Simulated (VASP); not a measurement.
# PtSe2 (Sudovikovite) (P-3m1) in VASP: settings compared

The runs below take PtSe2 (Sudovikovite) through single point, with PBE, PBE-based screened hybrid.

Program: VASP 6.6.1. These are calculated values, not measurements. Logs are shortened: lines on timing, memory, paths and dates and some standing lists are left out, and cuts for length are marked.

## (1) The cell of the first run

Symmetry: P-3m1, No. 164, trigonal system. The conventional cell has a = 3.761 Å, b = 3.761 Å, c = 5.062 Å, α = 90.00°, β = 90.00°, γ = 120.00°. Pt (site symmetry -3m) has 6 Se at 2.51 Å within 3.3 Å. Se (site symmetry 3m) has 3 Pt at 2.51 Å within 3.3 Å.

## (2) Single point, PBE

Contents of INCAR:

```
  PREC = Accurate
  ENCUT = 520
  EDIFF = 1E-6
  ISMEAR = -1
  SIGMA = 0.05
  LREAL = F
  LASPH = T
  NELM = 80
  ALGO = Normal
  ISIF = 2
  LWAVE = F
  LCHARG = F
  GGA = PE
  NBANDS = 18
```

Contents of KPOINTS:

```
regular mesh
0
Gamma
  7 7 5
```

Contents of POSCAR:

```
PtSe2
1.0
    3.7612400000      0.0000000000      0.0000000000
   -1.8806200000      3.2573293897      0.0000000000
    0.0000000000      0.0000000000      5.0620000000
Pt Se
1 2
Direct
    0.0000000000      0.0000000000      0.0000000000
    0.6666666667      0.3333333333      0.7500000000
    0.3333333333      0.6666666667      0.2500000000
```

Potentials or basis: VASP PAW PBE potentials, release 64 (Pt, Se).

The run is started by

```sh
$ cat potpaw_PBE.64/Pt/POTCAR potpaw_PBE.64/Se/POTCAR > POTCAR
$ mpirun -np 1 vasp_std > vasp.out
```

OUTCAR:

```text
PREC = Accurate
   ENCUT = 520
   EDIFF = 1E-6
   ISMEAR = -1
   LREAL = F
   LASPH = T
   NELM = 80
   ISIF = 2
   GGA = PE

 ion  position               nearest neighbor table
   1  0.000  0.000  0.000-   2 2.51   3 2.51   3 2.51   2 2.51   2 2.51   3 2.51
   2  0.667  0.333  0.750-   1 2.51   1 2.51   1 2.51
   3  0.333  0.667  0.250-   1 2.51   1 2.51   1 2.51

  LATTYP: Found a hexagonal cell.
 ALAT       =     3.7612400000
 C/A-ratio  =     1.3458327573

  Lattice vectors:

 A1 = (   3.7612400000,   0.0000000000,   0.0000000000)
 A2 = (  -1.8806200000,   3.2573293897,   0.0000000000)
 A3 = (   0.0000000000,   0.0000000000,   5.0620000000)

Analysis of symmetry for initial positions (statically):
=====================================================================
 Subroutine PRICEL returns:
 Original cell was already a primitive cell.

 Routine SETGRP: Setting up the symmetry group for a
 hexagonal supercell.

 Subroutine GETGRP returns: Found 12 space group operations
 (whereof 12 operations were pure point group operations)
 out of a pool of 24 trial point group operations.

The static configuration has the point symmetry D_3d.

Analysis of symmetry for dynamics (positions and initial velocities):
=====================================================================
 Subroutine PRICEL returns:
 Original cell was already a primitive cell.

 Routine SETGRP: Setting up the symmetry group for a
 hexagonal supercell.

 Subroutine GETGRP returns: Found 12 space group operations
 (whereof 12 operations were pure point group operations)
 out of a pool of 24 trial point group operations.

The dynamic configuration has the point symmetry D_3d.

 Subroutine INISYM returns: Found 12 space group operations
 (whereof 12 operations are pure point group operations),
 and found     1 'primitive' translations

----------------------------------------------------------------------------------------

                                     Primitive cell

  volume of cell :      62.0176

  direct lattice vectors                    reciprocal lattice vectors
     3.761240000  0.000000000  0.000000000     0.265869766  0.153499981  0.000000000
    -1.880620000  3.257329390  0.000000000     0.000000000  0.306999962  0.000000000
     0.000000000  0.000000000  5.062000000     0.000000000  0.000000000  0.197550375

  length of vectors
     3.761240000  3.761240000  5.062000000     0.306999962  0.306999962  0.197550375

  position of ions in fractional coordinates (direct lattice)
     0.000000000  0.000000000  0.000000000
     0.666666667  0.333333333  0.750000000
     0.333333333  0.666666667  0.250000000

  ion indices of the primitive-cell ions
   primitive index   ion index
                 1           1
                 2           2
                 3           3

----------------------------------------------------------------------------------------

 KPOINTS: regular mesh

Automatic generation of k-mesh.
 Grid dimensions read from file:
 generate k-points for:    7    7    5

 Generating k-lattice:

  Cartesian coordinates                     Fractional coordinates (reciprocal lattice)
     0.037981395  0.021928569  0.000000000     0.142857143  0.000000000  0.000000000
     0.000000000  0.043857137  0.000000000     0.000000000  0.142857143  0.000000000
     0.000000000  0.000000000  0.039510075     0.000000000  0.000000000  0.200000000

  Length of vectors
     0.043857137  0.043857137  0.039510075

  Shift w.r.t. Gamma in fractional coordinates (k-lattice)
     0.000000000  0.000000000  0.000000000

 Subroutine IBZKPT returns following result:
 ===========================================

 Found     32 irreducible k-points:

 Following reciprocal coordinates:
            Coordinates               Weight
  0.000000  0.000000  0.000000      1.000000
  0.142857  0.000000  0.000000      6.000000
  0.285714 -0.000000  0.000000      6.000000
  0.428571 -0.000000  0.000000      6.000000
  0.142857  0.142857  0.000000      6.000000
  0.285714  0.142857  0.000000     12.000000
[... 16 lines left out ...]
  0.000000  0.142857  0.400000      6.000000
  0.285714 -0.000000  0.400000      6.000000
 [... further k-points ...]
   k-points           NKPTS =     32   k-points in BZ     NKDIM =     32   number of bands    NBANDS=     18
   number of dos      NEDOS =    301   number of ions     NIONS =      3
   total plane-waves  NPLWV =  31360
   dimension x,y,z NGX =    28 NGY =   28 NGZ =   40
   dimension x,y,z NGXF=    56 NGYF=   56 NGZF=   80
   ions per type =               1   2
   NGX,Y,Z   is equivalent  to a cutoff of  12.38, 12.38, 13.14 a.u.
   NGXF,Y,Z  is equivalent  to a cutoff of  24.75, 24.75, 26.27 a.u.
 SYSTEM =  unknown system
   PREC   = accura    normal or accurate (medium, high low for compatibility)
   ISTART =      0    job   : 0-new  1-cont  2-samecut
   ICHARG =      2    charge: 1-file 2-atom 10-const
   ISPIN  =      1    spin polarized calculation?
   LNONCOLLINEAR =      F non collinear calculations
   LSORBIT =      F    spin-orbit coupling
   LASPH  =      T    aspherical Exc in radial PAW
   ENCUT  =  520.0 eV  38.22 Ry    6.18 a.u.   6.99  6.99  9.41*2*pi/ulx,y,z
   NELM   =     80;   NELMIN=  2; NELMDL= -5     # of ELM steps
   EDIFF  = 0.1E-05   stopping-criterion for ELM
   LREAL  =      F    real-space projection
   EDIFFG = 0.1E-04   stopping-criterion for IOM
   NSW    =      0    number of steps for IOM
   IBRION =     -1    ionic relax: 0-MD 1-quasi-New 2-CG
   NFREE  =      0    steps in history (QN), initial steepest desc. (CG)
   ISIF   =      2    stress and relaxation
   ISYM   =      2    0-nonsym 1-usesym 2-fastsym
   POTIM  = 0.5000    time-step for ionic-motion
   TEBEG  =    0.0;   TEEND  =   0.0 temperature during run
   PSTRESS=    0.0 pullay stress
   NELECT =      22.0000    total number of electrons
   NUPDOWN=      -1.0000    fix difference up-down
   EMIN   =  10.00;   EMAX   =-10.00  energy-range for DOS
   EFERMI =   0.00;   METHOD = LEGACY
   ISMEAR =    -1;   SIGMA  =   0.05  broadening in eV -4-tet -1-fermi 0-gaus
   EFERMI_NEDOS =   21; number of points for ismear=-14 and -15
   IALGO  =     38    algorithm
   IMIX   =      4    mixing-type and parameters
     AMIX     =   0.40;   BMIX     =  1.00
     AMIX_MAG =   1.60;   BMIX_MAG =  1.00
  volume/ion in A,a.u.               =      20.67       139.51
  Fermi-wavevector in a.u.,A,eV,Ry     =   1.158895  2.189994 18.273137  1.343038
  Thomas-Fermi vector in A             =   2.295493
   LORBIT       =      0    0 simple, 1 ext, 2 COOP (PROOUT), +10 PAW based schemes
   GGA     = PE    functional components
   LHFCALC =     F    Hartree Fock is set to
   AEXX    =    0.0000 exact exchange contribution
   IVDW    =     0    specifies the selected vdW correction
   LEPSILON=     F    determine dielectric tensor
   LRPA    =     F    only Hartree local field effects (RPA)
 non-spin polarized calculation
  energy-cutoff  :      520.00
  volume of cell :       62.02
 maximum number of plane-waves:      1682
   NGX = 13   NGY = 13   NGZ = 19

 number of electron      21.9999998 magnetization

 Free energy of the ion-electron system (eV)
  ---------------------------------------------------
  ext. energy  EPLUGINS =         0.00000000
  ---------------------------------------------------
  free energy    TOTEN  =       -14.23656500 eV

  energy without entropy =      -14.22917516  energy(sigma->0) =      -14.23287008

 E-fermi :   6.2782     XC(G=0): -10.5399

 val. band max:        6.0114450285   @ k =   0.1429   0.0000   0.0000
 cond. band min:       6.3307804868   @ k =  -0.1429   0.4286   0.2000
 fundamental gap:      0.3193354582
 Fermi energy:         6.2782337505

 k-point     1 :       0.0000    0.0000    0.0000
  band No.  band energies     occupation
      1      -9.2771      2.00000
      2      -6.5359      2.00000
      3      -0.7395      2.00000
      4      -0.0741      2.00000
      5      -0.0741      2.00000
      6       2.3601      2.00000
[... 10 lines left out ...]
     17      13.5117      0.00000
     18      17.9238      0.00000

 k-point     2 :       0.1429    0.0000    0.0000
  band No.  band energies     occupation
      1      -9.0598      2.00000
      2      -6.6344      2.00000
      3      -0.4811      2.00000
      4       0.0667      2.00000
      5       0.0939      2.00000
      6       2.0231      2.00000
[... 10 lines left out ...]
     17      14.1732      0.00000
     18      15.7181      0.00000

 k-point     3 :       0.2857   -0.0000    0.0000
  band No.  band energies     occupation
      1      -8.4786      2.00000
      2      -6.8789      2.00000
      3       0.0124      2.00000
      4       0.3837      2.00000
      5       0.5790      2.00000
      6       0.9479      2.00000
[... 10 lines left out ...]
     17      14.3795      0.00000
     18      14.5307      0.00000

 k-point     4 :       0.4286   -0.0000    0.0000
  band No.  band energies     occupation
      1      -7.7701      2.00000
      2      -7.2192      2.00000
      3      -0.7265      2.00000
      4       0.5826      2.00000
      5       0.9775      2.00000
      6       1.7828      2.00000
[... 375 lines left out ...]
      4       0.1225      2.00000
      5       0.9317      2.00000
      6       1.9892      2.00000
[... 10 lines left out ...]
     17      13.6059      0.00000
     18      14.5938      0.00000

 k-point    23 :       0.0000    0.1429    0.4000
  band No.  band energies     occupation
      1      -8.5914      2.00000
      2      -7.4477      2.00000
      3      -0.2343      2.00000
      4       0.0802      2.00000
      5       0.9009      2.00000
      6       1.9241      2.00000
[... 10 lines left out ...]
     17      14.1739      0.00000
     18      14.3001      0.00000

 k-point    24 :       0.2857   -0.0000    0.4000
  band No.  band energies     occupation
      1      -8.0308      2.00000
      2      -7.4553      2.00000
      3      -0.3228      2.00000
      4       0.3727      2.00000
      5       0.3933      2.00000
      6       1.7542      2.00000
[... 10 lines left out ...]
     17      15.0610      0.00000
     18      15.2443      0.00000

 [... further k-points ...]

------------------------ aborting loop because EDIFF is reached ----------------------------------------

  FORCE on cell =-STRESS in cart. coord.  units (eV):
  Direction    XX          YY          ZZ          XY          YZ          ZX
  --------------------------------------------------------------------------------------
  -------------------------------------------------------------------------------------
  Total        1.6808655      1.6808655      1.5331705      0.0000000      0.0000000      0.0000000
  in kB       43.4238861     43.4238861     39.6082963      0.0000000      0.0000000      0.0000000
  external PRESSURE =      42.1520229 kB  Pullay stress =       0.0000000 kB

 VOLUME and BASIS-vectors are now :
 -----------------------------------------------------------------------------
  energy-cutoff  :      520.00
  volume of cell :       62.02
      direct lattice vectors                 reciprocal lattice vectors
     3.761240000  0.000000000  0.000000000     0.265869766  0.153499981  0.000000000
    -1.880620000  3.257329390  0.000000000     0.000000000  0.306999962  0.000000000
     0.000000000  0.000000000  5.062000000     0.000000000  0.000000000  0.197550375

 POSITION                                       TOTAL-FORCE (eV/Angst)
 -----------------------------------------------------------------------------------
      0.00000      0.00000      0.00000         0.000000      0.000000      0.000000
      1.88062      1.08578      3.79650        -0.000000     -0.000000     -0.381851
     -0.00000      2.17155      1.26550         0.000000      0.000000      0.381851
 -----------------------------------------------------------------------------------
    total drift:                               -0.000000     -0.000000     -0.000000

  FREE ENERGIE OF THE ION-ELECTRON SYSTEM (eV)
  ---------------------------------------------------
  free  energy   TOTEN  =       -14.2365649999 eV

  energy  without entropy=      -14.2291751589  energy(sigma->0) =      -14.23287008
```

It took 40 s on 1 thread of Intel Xeon Platinum 8124M at 3.00GHz (Skylake/Cascade Lake), shared host; peak memory 0.2 GiB.

What came out:

```
Free energy            : -14.2366 eV
Pressure               : 4.2 GPa
Largest force          : 0.382 eV/Å
Band gap on the k mesh : zero (band 11 reaches 6.68 eV, above the bottom of band 12 at 6.33 eV)
```

Forces on the atoms (eV/Å):
```
Pt   0.000  0.000  0.000
Se   0.000  0.000 -0.382
Se   0.000  0.000  0.382
```

Levels at points of the mesh, in eV from the Fermi level:
```
           k point  band 8  band 9  band 10  band 11  band 12  band 13  band 14  band 15
(0.00, 0.00, 0.00)   -2.51   -1.09    -1.09     0.40     1.39     1.39     3.60     4.02
```

Caveat: spin-orbit coupling is left out, which moves the levels of the heavy elements.

## (3) Single point, PBE

This run uses another cell than the first one, of 21.08 Å³/atom, 1.020 times its volume.

Contents of INCAR:

```
ALGO = Normal
EDIFF = 1E-6
ENCUT = 520
GGA = PE
ISIF = 2
ISMEAR = -1
LASPH = T
LCHARG = F
LREAL = F
LWAVE = F
NBANDS = 18
NELM = 60
PREC = Accurate
SIGMA = 0.05
```

Contents of KPOINTS:

```
k-points
0
Gamma
  7 7 5
```

Contents of POSCAR:

```
PtSe2
1.0
    3.7984800000      0.0000000000      0.0000000000
   -1.8992400000      3.2895801758      0.0000000000
    0.0000000000      0.0000000000      5.0620000000
Pt Se
1 2
Direct
    0.0000000000      0.0000000000      0.0000000000
    0.6666666667      0.3333333333      0.7500000000
    0.3333333333      0.6666666667      0.2500000000
```

Potentials or basis: VASP PAW PBE potentials, release 64 (Pt, Se).

The run is started by

```sh
$ cat potpaw_PBE.64/Pt/POTCAR potpaw_PBE.64/Se/POTCAR > POTCAR
$ mpirun -np 1 vasp_std > vasp.out
```

Wall time 40 s (1 thread of Intel Xeon Platinum 8124M at 3.00GHz (Skylake/Cascade Lake), shared host); peak memory 0.2 GiB.

Results (log left out):

```
Free energy            : -14.2575 eV
Pressure               : 1.4 GPa
Largest force          : 0.173 eV/Å
Band gap on the k mesh : zero (band 11 reaches 6.42 eV, above the bottom of band 12 at 6.05 eV)
```

Forces on the atoms (eV/Å):
```
Pt   0.000  0.000  0.000
Se   0.000  0.000 -0.173
Se   0.000  0.000  0.173
```

Stress tensor (GPa, compression positive):
```
1.10 0.00 0.00
0.00 1.10 0.00
0.00 0.00 2.15
```

Levels at points of the mesh, in eV from the Fermi level:
```csv
k point,band 7,band 8,band 9,band 10,band 11,band 12,band 13,band 14,band 15,band 16
"(0.00, 0.00, 0.00)",-3.78,-2.42,-1.07,-1.07,0.42,1.34,1.34,3.62,3.87,7.22
```

Caveat: spin-orbit coupling is left out, which moves the levels of the heavy elements.

## (4) Single point, PBE

This run uses another cell than the first one, of 21.92 Å³/atom, 1.060 times its volume.

Contents of INCAR:

```
  PREC = Accurate
  ENCUT = 520
  EDIFF = 1E-6
  ISMEAR = -1
  SIGMA = 0.05
  LREAL = F
  LASPH = T
  NELM = 80
  ALGO = Normal
  ISIF = 2
  LWAVE = F
  LCHARG = T
  GGA = PE
  LELF = T
  LVHAR = T
  NBANDS = 18
```

Contents of KPOINTS:

```
regular mesh
0
Gamma
  7 7 5
```

Contents of POSCAR:

```
PtSe2
1.0
    3.8729600000      0.0000000000      0.0000000000
   -1.9364800000      3.3540817478      0.0000000000
    0.0000000000      0.0000000000      5.0620000000
Pt Se
1 2
Direct
    0.0000000000      0.0000000000      0.0000000000
    0.6666666667      0.3333333333      0.7500000000
    0.3333333333      0.6666666667      0.2500000000
```

The run is started by

```sh
$ cat potpaw_PBE.64/Pt/POTCAR potpaw_PBE.64/Se/POTCAR > POTCAR
$ mpirun -np 1 vasp_std > vasp.out
```

It took 50 s on 1 thread of Intel Xeon Platinum 8124M at 3.00GHz (Skylake/Cascade Lake), shared host; peak memory 0.2 GiB.

The run converged. Its results:

* Free energy: -14.2301 eV
* Pressure: -3.2 GPa
* Largest force: 0.186 eV/Å
* Band gap on the k mesh: zero (band 11 reaches 5.93 eV, above the bottom of band 12 at 5.52 eV)

Forces on the atoms (eV/Å):
```
Pt   0.000  0.000  0.000
Se   0.000  0.000  0.186
Se   0.000  0.000 -0.186
```

Stress tensor (GPa, compression positive):
```
-4.42  0.00  0.00
 0.00 -4.42  0.00
 0.00  0.00 -0.84
```

Levels at points of the mesh, in eV from the Fermi level:
| k point | band 8 | band 9 | band 10 | band 11 | band 12 | band 13 | band 14 | band 15 |
| --- | --- | --- | --- | --- | --- | --- | --- | --- |
| (0.00, 0.00, 0.00) | -2.23 | -1.03 | -1.03 | 0.46 | 1.25 | 1.25 | 3.57 | 3.68 |

Caveat: spin-orbit coupling is left out, which moves the levels of the heavy elements.

(Part 1 of 2 ends here.)
